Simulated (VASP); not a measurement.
# Mg (Fd-3m) in VASP: a series of runs

Runs on Mg. Level: PBEsol. Tasks: relaxation of cell and atoms.

Program: VASP 6.6.1. These are calculated values, not measurements. Logs are shortened: lines on timing, memory, paths and dates and some standing lists are left out, and cuts for length are marked.

## Step 1: The cell of the first run

The structure is cubic, space group Fd-3m (No. 227). The conventional cell has a = 4.548 Å, b = 4.548 Å, c = 4.548 Å, α = 90.00°, β = 90.00°, γ = 90.00°. Within 2.6 Å of Mg (site symmetry -43m) lie 4 Mg at 1.97 Å.

This isn't the form of Mg at room conditions, which is hcp.

## Step 2: Relaxation of cell and atoms, PBEsol, target pressure 100 GPa, at which the enthalpy is minimised

INCAR

```
PREC     = Accurate       # precision mode
ENCUT    = 600            # plane-wave cutoff, eV
EDIFF    = 1E-6           # SCF threshold, eV
ISMEAR   = -1             # smearing method
SIGMA    = 0.1            # smearing width, eV
LREAL    = False          # projectors in reciprocal space
LASPH    = True           # aspherical terms in the spheres
NELM     = 100            # most SCF steps
ALGO     = Normal         # electronic algorithm
ISIF     = 3              # what is computed and relaxed
LWAVE    = False          # write WAVECAR
LCHARG   = False          # write CHGCAR
GGA      = PS             # functional
IBRION   = 2              # ionic algorithm
NSW      = 60             # ionic steps
EDIFFG   = -0.005         # ionic threshold
PSTRESS  = 1000.0
```

KPOINTS

```
regular mesh
0
Gamma
  14 14 14
```

POSCAR

```
Mg
1.0
    0.0000000000      2.2737924765      2.2737924765
    2.2737924765      0.0000000000      2.2737924765
    2.2737924765      2.2737924765      0.0000000000
Mg
2
Direct
   -0.1250000000     -0.1250000000     -0.1250000000
    0.1250000000      0.1250000000      0.1250000000
```

Potentials or basis: VASP PAW PBE potentials, release 64 (Mg).

Run with:

```bash
$ cat potpaw_PBE.64/Mg/POTCAR > POTCAR
$ mpirun -np 1 vasp_std > vasp.out
```

OUTCAR:

```text
PREC = Accurate
   ENCUT = 600
   EDIFF = 1E-6
   ISMEAR = -1
   LREAL = False
   LASPH = True
   NELM = 100
   ISIF = 3
   GGA = PS
   IBRION = 2
   NSW = 60
   EDIFFG = -0.005
   PSTRESS = 1000.0

 ion  position               nearest neighbor table
   1  0.875  0.875  0.875-   2 1.97   2 1.97   2 1.97   2 1.97
   2  0.125  0.125  0.125-   1 1.97   1 1.97   1 1.97   1 1.97

  LATTYP: Found a face centered cubic cell.
 ALAT       =     4.5475849530

  Lattice vectors:

 A1 = (   0.0000000000,   2.2737924765,   2.2737924765)
 A2 = (   2.2737924765,   0.0000000000,   2.2737924765)
 A3 = (   2.2737924765,   2.2737924765,   0.0000000000)

Analysis of symmetry for initial positions (statically):
=====================================================================
 Subroutine PRICEL returns:
 Original cell was already a primitive cell.

 Routine SETGRP: Setting up the symmetry group for a
 face centered cubic supercell.

 Subroutine GETGRP returns: Found 48 space group operations
 (whereof 12 operations were pure point group operations)
 out of a pool of 48 trial point group operations.

The static configuration has the point symmetry D_3d.
 The point group associated with its full space group is O_h .

Analysis of symmetry for dynamics (positions and initial velocities):
=====================================================================
 Subroutine PRICEL returns:
 Original cell was already a primitive cell.

 Routine SETGRP: Setting up the symmetry group for a
 face centered cubic supercell.

 Subroutine GETGRP returns: Found 48 space group operations
 (whereof 12 operations were pure point group operations)
 out of a pool of 48 trial point group operations.

The dynamic configuration has the point symmetry D_3d.
 The point group associated with its full space group is O_h .

 Subroutine INISYM returns: Found 48 space group operations
 (whereof 12 operations are pure point group operations),
 and found     1 'primitive' translations

----------------------------------------------------------------------------------------

                                     Primitive cell

  volume of cell :      23.5116

  direct lattice vectors                    reciprocal lattice vectors
     0.000000000  2.273792477  2.273792477    -0.219896937  0.219896937  0.219896937
     2.273792477  0.000000000  2.273792477     0.219896937 -0.219896937  0.219896937
     2.273792477  2.273792477  0.000000000     0.219896937  0.219896937 -0.219896937

  length of vectors
     3.215628158  3.215628158  3.215628158     0.380872667  0.380872667  0.380872667

  position of ions in fractional coordinates (direct lattice)
     0.875000000  0.875000000  0.875000000
     0.125000000  0.125000000  0.125000000

  ion indices of the primitive-cell ions
   primitive index   ion index
                 1           1
                 2           2

----------------------------------------------------------------------------------------

 KPOINTS: regular mesh

Automatic generation of k-mesh.
 Grid dimensions read from file:
 generate k-points for:   14   14   14

 Generating k-lattice:

  Cartesian coordinates                     Fractional coordinates (reciprocal lattice)
    -0.015706924  0.015706924  0.015706924     0.071428571  0.000000000  0.000000000
     0.015706924 -0.015706924  0.015706924     0.000000000  0.071428571  0.000000000
     0.015706924  0.015706924 -0.015706924     0.000000000  0.000000000  0.071428571

  Length of vectors
     0.027205190  0.027205190  0.027205190

  Shift w.r.t. Gamma in fractional coordinates (k-lattice)
     0.000000000  0.000000000  0.000000000

 Subroutine IBZKPT returns following result:
 ===========================================

 Found    104 irreducible k-points:

 Following reciprocal coordinates:
            Coordinates               Weight
  0.000000  0.000000  0.000000      1.000000
  0.071429  0.000000  0.000000      8.000000
  0.142857  0.000000  0.000000      8.000000
  0.214286  0.000000  0.000000      8.000000
  0.285714  0.000000  0.000000      8.000000
  0.357143  0.000000  0.000000      8.000000
[... 16 lines left out ...]
  0.214286  0.142857  0.000000     24.000000
  0.285714  0.142857  0.000000     24.000000
 [... further k-points ...]
   k-points           NKPTS =    104   k-points in BZ     NKDIM =    104   number of bands    NBANDS=      6
   number of dos      NEDOS =    301   number of ions     NIONS =      2
   total plane-waves  NPLWV =  21952
   dimension x,y,z NGX =    28 NGY =   28 NGZ =   28
   dimension x,y,z NGXF=    56 NGYF=   56 NGZF=   56
   ions per type =               2
   NGX,Y,Z   is equivalent  to a cutoff of  14.48, 14.48, 14.48 a.u.
   NGXF,Y,Z  is equivalent  to a cutoff of  28.95, 28.95, 28.95 a.u.
 SYSTEM =  unknown system
   PREC   = accura    normal or accurate (medium, high low for compatibility)
   ISTART =      0    job   : 0-new  1-cont  2-samecut
   ICHARG =      2    charge: 1-file 2-atom 10-const
   ISPIN  =      1    spin polarized calculation?
   LNONCOLLINEAR =      F non collinear calculations
   LSORBIT =      F    spin-orbit coupling
   LASPH  =      T    aspherical Exc in radial PAW
   ENCUT  =  600.0 eV  44.10 Ry    6.64 a.u.   6.42  6.42  6.42*2*pi/ulx,y,z
   NELM   =    100;   NELMIN=  2; NELMDL= -5     # of ELM steps
   EDIFF  = 0.1E-05   stopping-criterion for ELM
   LREAL  =      F    real-space projection
   EDIFFG = -.5E-02   stopping-criterion for IOM
   NSW    =     60    number of steps for IOM
   IBRION =      2    ionic relax: 0-MD 1-quasi-New 2-CG
   NFREE  =      1    steps in history (QN), initial steepest desc. (CG)
   ISIF   =      3    stress and relaxation
   ISYM   =      2    0-nonsym 1-usesym 2-fastsym
   POTIM  = 0.5000    time-step for ionic-motion
   TEBEG  =    0.0;   TEEND  =   0.0 temperature during run
   PSTRESS= 1000.0 pullay stress
   NELECT =       4.0000    total number of electrons
   NUPDOWN=      -1.0000    fix difference up-down
   EMIN   =  10.00;   EMAX   =-10.00  energy-range for DOS
   EFERMI =   0.00;   METHOD = LEGACY
   ISMEAR =    -1;   SIGMA  =   0.10  broadening in eV -4-tet -1-fermi 0-gaus
   EFERMI_NEDOS =   21; number of points for ismear=-14 and -15
   IALGO  =     38    algorithm
   IMIX   =      4    mixing-type and parameters
     AMIX     =   0.40;   BMIX     =  1.00
     AMIX_MAG =   1.60;   BMIX_MAG =  1.00
  volume/ion in A,a.u.               =      11.76        79.33
  Fermi-wavevector in a.u.,A,eV,Ry     =   0.907125  1.714218 11.195915  0.822877
  Thomas-Fermi vector in A             =   2.030895
   LORBIT       =      0    0 simple, 1 ext, 2 COOP (PROOUT), +10 PAW based schemes
   GGA     = PS    functional components
   LHFCALC =     F    Hartree Fock is set to
   AEXX    =    0.0000 exact exchange contribution
   IVDW    =     0    specifies the selected vdW correction
   LEPSILON=     F    determine dielectric tensor
   LRPA    =     F    only Hartree local field effects (RPA)
 conjugate gradient relaxation of ions
 non-spin polarized calculation
  energy-cutoff  :      600.00
  volume of cell :       23.51
 maximum number of plane-waves:       801
 NGX is ok and might be reduce to    28
   NGX = 13   NGY = 13   NGZ = 13

--------------------------------------- Ionic step        1  -------------------------------------------

 number of electron       4.0000000 magnetization

 Free energy of the ion-electron system (eV)
  ---------------------------------------------------
  ext. energy  EPLUGINS =         0.00000000
  ---------------------------------------------------
  free energy    TOTEN  =         6.58425066 eV

  energy without entropy =        6.60848914  energy(sigma->0) =        6.59636990

------------------------ aborting loop because EDIFF is reached ----------------------------------------

  FORCE on cell =-STRESS in cart. coord.  units (eV):
  Direction    XX          YY          ZZ          XY          YZ          ZX
  --------------------------------------------------------------------------------------
  -------------------------------------------------------------------------------------
  Total       17.9717296     17.9717296     17.9717296      0.0000000     -0.0000000      0.0000000
  in kB     1224.6669175   1224.6669175   1224.6669175      0.0000000     -0.0000000      0.0000000
  external PRESSURE =     224.6669175 kB  Pullay stress =    1000.0000000 kB
[... 23 lines left out ...]
  enthalpy is  TOTEN    =        21.2590404459 eV   P V=       14.6747897855

--------------------------------------- Ionic step        2  -------------------------------------------

 number of electron       4.0000000 magnetization

 E-fermi :   5.4965     XC(G=0):  -9.9976

 val. band max:        5.4948377136   @ k =  -0.4286   0.4286   0.1429
 cond. band min:       5.5513247181   @ k =   0.5000   0.3571   0.0714
 fundamental gap:      0.0564870045
 Fermi energy:         5.4965361821

 k-point     1 :       0.0000    0.0000    0.0000
  band No.  band energies     occupation
      1      -3.5407      2.00000
      2      11.9951      0.00000
      3      11.9951      0.00000
      4      11.9951      0.00000
      5      12.5938      0.00000
      6      12.5938      0.00000

 k-point     2 :       0.0714    0.0000    0.0000
  band No.  band energies     occupation
      1      -3.4441      2.00000
      2      10.6995      0.00000
      3      11.6146      0.00000
      4      11.6146      0.00000
      5      13.1140      0.00000
      6      13.1140      0.00000
[... 271 lines left out ...]
  enthalpy is  TOTEN    =        21.1231974890 eV   P V=       15.9981598208

--------------------------------------- Ionic step        4  -------------------------------------------

 number of electron       4.0000000 magnetization

 Free energy of the ion-electron system (eV)
  ---------------------------------------------------
  ext. energy  EPLUGINS =         0.00000000
  ---------------------------------------------------
  free energy    TOTEN  =         5.18320997 eV

  energy without entropy =        5.20823139  energy(sigma->0) =        5.19572068

 E-fermi :   6.8745     XC(G=0): -10.5783

 val. band max:        6.8326225047   @ k =   0.4286   0.2857   0.0000
 cond. band min:       6.8922866973   @ k =  -0.4286   0.4286   0.1429
 fundamental gap:      0.0596641926
 Fermi energy:         6.8745110862

 k-point     1 :       0.0000    0.0000    0.0000
  band No.  band energies     occupation
      1      -3.0420      2.00000
      2      13.9509      0.00000
      3      13.9509      0.00000
      4      13.9509      0.00000
      5      14.4701      0.00000
      6      14.4701      0.00000

 k-point     2 :       0.0714    0.0000    0.0000
  band No.  band energies     occupation
      1      -2.9350      2.00000
      2      12.5035      0.00000
      3      13.5041      0.00000
      4      13.5041      0.00000
      5      15.0735      0.00000
      6      15.0735      0.00000
[... 227 lines left out ...]
  FREE ENERGIE OF THE ION-ELECTRON SYSTEM (eV)
  ---------------------------------------------------
  free  energy   TOTEN  =         5.1832099680 eV

  energy  without entropy=        5.2082313901  energy(sigma->0) =        5.19572068

  enthalpy is  TOTEN    =        21.1229210475 eV   P V=       15.9397110796

 reached required accuracy - stopping structural energy minimisation
```

Wall time 45 s (1 thread of Intel Xeon Platinum 8488C (Sapphire Rapids), shared host); peak memory 0.17 GiB.

What came out:

* Free energy: 5.1832 eV
* Relaxed volume: 12.77 Å³/atom
* Relaxed cell: a = 3.305 Å, b = 3.305 Å, c = 3.305 Å, α = 60.00°, β = 60.00°, γ = 60.00°
* Space group after relaxing (to 0.1 Å): Fd-3m (No. 227)
* Energy change on relaxing (the run minimises the enthalpy): -700.5 meV/atom
* Ionic steps: 4
* Pressure after relaxing: 100.0 GPa
* Band gap on the k mesh: zero (bands 2 and 3 overlap by 9.16 eV)

The path:
```
step  energy change (eV)  largest force (eV/Å)  pressure (GPa)  volume (Å³)
   1              0.0000                0.0000          122.47        23.51
   2             -3.4927                0.0000           68.30        29.58
   3             -1.4592                0.0000           99.07        25.63
   4             -1.4010                0.0000           99.99        25.54
```

Final structure:
```cif
data_structure
_symmetry_space_group_name_H-M 'P 1'
_symmetry_Int_Tables_number 1
_cell_length_a 3.3055
_cell_length_b 3.3055
_cell_length_c 3.3055
_cell_angle_alpha 60.000
_cell_angle_beta 60.000
_cell_angle_gamma 60.000
_cell_volume 25.54
loop_
_atom_site_label
_atom_site_type_symbol
_atom_site_fract_x
_atom_site_fract_y
_atom_site_fract_z
_atom_site_occupancy
Mg1 Mg 0.87500 0.87500 0.87500 1
Mg2 Mg 0.12500 0.12500 0.12500 1
```

Caveat: the cell is relaxed towards a set pressure, so the run minimises the enthalpy, not the energy; the PAW data sets were made with another functional, which shifts forces and pressure a little.

## Step 3: Relaxation of cell and atoms, PBEsol, target pressure 100 GPa, at which the enthalpy is minimised

This run uses another cell than the first one, of 12.76 Å³/atom.

INCAR

```
PREC     = Accurate       # precision mode
ENCUT    = 600            # plane-wave cutoff, eV
EDIFF    = 1E-6           # SCF threshold, eV
ISMEAR   = -1             # smearing method
SIGMA    = 0.1            # smearing width, eV
LREAL    = F              # projectors in reciprocal space
LASPH    = T              # aspherical terms in the spheres
NELM     = 60             # most SCF steps
ALGO     = Normal         # electronic algorithm
ISIF     = 3              # what is computed and relaxed
LWAVE    = F              # write WAVECAR
LCHARG   = F              # write CHGCAR
GGA      = PS             # functional
IBRION   = 2              # ionic algorithm
NSW      = 32             # ionic steps
EDIFFG   = -0.005         # ionic threshold
PSTRESS  = 1000.0
```

KPOINTS

```
Automatic mesh
0
Gamma
  14 14 14
```

POSCAR

```
Mg
1.0
    0.0000000000      2.3370336110      2.3370336110
    2.3370336110      0.0000000000      2.3370336110
    2.3370336110      2.3370336110      0.0000000000
Mg
2
Direct
   -0.1250000000     -0.1250000000     -0.1250000000
    0.1250000000      0.1250000000      0.1250000000
```

Potentials or basis: VASP PAW PBE potentials, release 64 (Mg).

Run with:

```bash
$ cat potpaw_PBE.64/Mg/POTCAR > POTCAR
$ mpirun -np 1 vasp_std > vasp.out
```

It took 22 s on 1 thread of Intel Xeon Platinum 8488C (Sapphire Rapids), shared host; peak memory 0.17 GiB.

Results (log left out):

```yaml
Free_energy: 5.1833 eV
Relaxed_volume: 12.77 Å³/atom
Relaxed_cell: a = 3.305 Å, b = 3.305 Å, c = 3.305 Å, α = 60.00°, β = 60.00°, γ = 60.00°
Space_group_after_relaxing_to_0.1_Å: Fd-3m (No. 227)
Energy_change_on_relaxing_the_run_minimises_the_enthalpy: -2.9 meV/atom
Ionic_steps: 3
Pressure_after_relaxing: 100.0 GPa
Band_gap_on_the_k_mesh: zero (bands 2 and 3 overlap by 9.16 eV)
```

Step by step:
```
step  energy change (eV)  largest force (eV/Å)  pressure (GPa)  volume (Å³)
   1              0.0000                0.0000          100.09        25.53
   2             -0.0160                0.0000           99.85        25.55
   3             -0.0058                0.0000           99.99        25.54
```

Final structure:
```cif
data_structure
_symmetry_space_group_name_H-M 'P 1'
_symmetry_Int_Tables_number 1
_cell_length_a 3.3055
_cell_length_b 3.3055
_cell_length_c 3.3055
_cell_angle_alpha 60.000
_cell_angle_beta 60.000
_cell_angle_gamma 60.000
_cell_volume 25.54
loop_
_atom_site_label
_atom_site_type_symbol
_atom_site_fract_x
_atom_site_fract_y
_atom_site_fract_z
_atom_site_occupancy
Mg1 Mg 0.87500 0.87500 0.87500 1
Mg2 Mg 0.12500 0.12500 0.12500 1
```

Levels at points of the mesh, in eV from the Fermi level:
```csv
k point,band 1,band 2,band 3,band 4,band 5
"(0.00, 0.00, 0.00)",-9.92,7.08,7.08,7.08,7.60
"(0.50, 0.00, 0.00)",-5.08,-4.69,5.72,5.72,6.28
"(0.50, 0.50, 0.00)",-3.36,-3.36,2.21,2.21,3.57
```

Caveat: the cell is relaxed towards a set pressure, so the run minimises the enthalpy, not the energy; the PAW data sets were made with another functional, which shifts forces and pressure a little.

The gap in the log of VASP goes by the Fermi energy; the results here count the filled bands.